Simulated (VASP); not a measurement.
Input of a VASP 6.6.1 run:

File POSCAR:

```
Ge
1.0
    4.1175436675      0.0000000000      0.0000000000
   -2.0587718337      3.5658974172      0.0000000000
    0.0000000000      0.0000000000      6.7906041008
Ge
4
Direct
    0.3333333333      0.6666666667      0.0002529868
    0.6666666667      0.3333333333      0.5002529868
    0.3333333333      0.6666666667      0.3747470132
    0.6666666667      0.3333333333      0.8747470132
```

INCAR.step1

```
SYSTEM = Ge
ALGO     = Normal         ! electronic algorithm
EDIFF    = 1E-4           ! SCF threshold, eV
ENCUT    = 520            ! plane-wave cutoff, eV
GGA      = PE             ! functional
ISMEAR   = -1             ! smearing method
LASPH    = .True.         ! aspherical terms in the spheres
LCHARG   = .False.        ! write CHGCAR
LREAL    = .False.        ! projectors in reciprocal space
LWAVE    = .True.         ! write WAVECAR
NBANDS   = 36             ! bands
NELM     = 60             ! most SCF steps
PREC     = Accurate       ! precision mode
SIGMA    = 0.02           ! smearing width, eV
```

Contents of INCAR.step2:

```
SYSTEM = Ge
ALGO     = Normal         ! electronic algorithm
EDIFF    = 1E-6           ! SCF threshold, eV
ENCUT    = 520            ! plane-wave cutoff, eV
ISIF     = 2              ! what is computed and relaxed
ISMEAR   = -1             ! smearing method
ISTART   = 1            
LASPH    = .True.         ! aspherical terms in the spheres
LCHARG   = .False.        ! write CHGCAR
LMIXTAU  = .True.       
LREAL    = .False.        ! projectors in reciprocal space
LWAVE    = .False.        ! write WAVECAR
METAGGA  = R2SCAN         ! meta-GGA
NBANDS   = 36             ! bands
NELM     = 60             ! most SCF steps
PREC     = Accurate       ! precision mode
SIGMA    = 0.02           ! smearing width, eV
```

KPOINTS

```
k-points
0
Gamma
  12 12 4
  0 0 0
```

Potentials or basis: VASP PAW PBE potentials, release 64 (Ge_d).

Command:

```bash
$ cat potpaw_PBE.64/Ge_d/POTCAR > POTCAR
$ cp INCAR.step1 INCAR
$ mpirun -np 1 vasp_std > vasp.out
$ cp INCAR.step2 INCAR
$ mpirun -np 1 vasp_std > vasp.out
```

Task: Estimate the pressure.

Result: -5.0 GPa.

Task: What does it give for the band gap on the k mesh?

Result: 0.15 eV (least direct gap 0.16 eV).

Caveat: the cell differs from its parent crystal (strain +3.0%); the cell stands under tension; the PAW data sets were made with another functional, which shifts forces and pressure a little. A k mesh can miss the band edges.
